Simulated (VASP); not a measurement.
## SnO2: single point with LDA

The system is SnO2.

```
Sn O
1.0
     4.78800    0.00000    0.00000
     0.00000    4.86658    0.00000
     0.00000    0.00000    3.24090
Sn O
2 4
Direct
  0.50000 0.50000 0.50000
  0.00000 0.00000 0.00000
  0.30571 0.30921 0.00000
  0.80571 0.19079 0.50000
  0.19429 0.80921 0.50000
  0.69429 0.69079 0.00000
```

```yaml
Program: VASP 6.6.1
Task: single point
Functional: LDA
Potentials_or_basis: VASP PAW LDA potentials, release 64 (Sn_d, O)
Cutoff: 600 eV
k_mesh: 6 × 6 × 8
Occupations: gaussian, width 0.02 eV
Spin: no spin polarisation
Dipole_correction: no
Further_INCAR_settings: ALGO = Normal; EDIFF = 1e-06; NBANDS = 35
```

```
Pressure               : -10.0 GPa
Largest force          : 0.023 eV/Å
Band gap on the k mesh : 0.58 eV, direct
```

Forces in eV/Å, atoms in the order of the input:
```
Sn   0.000  0.000  0.000
Sn   0.000  0.000  0.000
O   -0.013 -0.019  0.000
O   -0.013  0.019  0.000
O    0.013 -0.019  0.000
O    0.013  0.019  0.000
```

Stress tensor (GPa, compression positive):
```
 -8.94   0.00   0.00
  0.00 -10.19   0.00
  0.00   0.00 -10.97
```

Levels at points of the mesh, in eV from the valence-band top:
| k point | band 24 | band 25 | band 26 | band 27 | band 28 | band 29 |
| --- | --- | --- | --- | --- | --- | --- |
| (0.00, 0.00, 0.00) | -0.79 | -0.72 | 0.00 | 0.58 | 5.43 | 5.77 |
| (0.50, 0.00, 0.00) | -1.25 | -0.64 | -0.64 | 3.74 | 3.74 | 6.50 |
| (0.00, 0.50, 0.00) | -1.23 | -0.61 | -0.61 | 3.75 | 3.75 | 6.55 |
| (0.50, 0.50, 0.00) | -1.36 | -0.86 | -0.86 | 4.09 | 4.09 | 6.91 |
| (0.00, 0.00, 0.50) | -1.56 | -1.20 | -1.20 | 5.43 | 5.43 | 9.12 |
| (0.50, 0.00, 0.50) | -1.00 | -0.76 | -0.76 | 5.69 | 5.69 | 7.40 |
| (0.00, 0.50, 0.50) | -1.08 | -0.78 | -0.78 | 5.68 | 5.68 | 7.37 |
| (0.50, 0.50, 0.50) | -0.95 | -0.79 | -0.79 | 4.21 | 4.21 | 8.29 |

Wall time 3.7 min on 1 thread of Intel Xeon 6975P-C (shared host), peak memory 0.31 GiB.

Caveat: spin-orbit coupling is left out, which moves the levels of the heavy elements. A hybrid or GW would open this gap; LDA tends to underestimate it.
